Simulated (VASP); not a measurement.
Here is a VASP 6.6.1 calculation.

INCAR

```
PREC = Accurate ; ENCUT = 520
EDIFF = 1E-6 ; ISMEAR = -1
SIGMA = 0.05 ; LREAL = False
LASPH = True ; NELM = 150
ALGO = Normal ; ISIF = 2
LWAVE = False ; LCHARG = True
ISPIN = 2 ; MAGMOM = -0.58 -0.58
LORBIT = 11 ; LMAXMIX = 4
GGA = B5 ; ALDAX = 1.0
AGGAX = 1.0 ; AGGAC = 1.0
ALDAC = 0.0 ; LELF = True
LVHAR = True ; NBANDS = 21
```

KPOINTS

```
regular mesh
0
Gamma
  12 12 12
```

The input POSCAR:

```
Ni
1.0
    2.8401607866      0.0000000000      0.0000000000
    0.0000000000      2.8401607866      0.0000000000
    0.0000000000      0.0000000000      2.8401607866
Ni
2
Direct
    0.0000000000      0.0000000000      0.0000000000
    0.5000000000      0.5000000000      0.5000000000
```

Potentials or basis: VASP PAW PBE potentials, release 64 (Ni).

Command:

```bash
$ cat potpaw_PBE.64/Ni/POTCAR > POTCAR
$ mpirun -np 1 vasp_std > vasp.out
```

Question: Estimate the net moment.

Answer: -1.05 μB per cell.

Question: Estimate the site moments.

Answer: Ni -0.53 μB.

Question: What does it give for the pressure?

Answer: 1.3 GPa.

Caveat: the PAW data sets were made with another functional, which shifts forces and pressure a little.
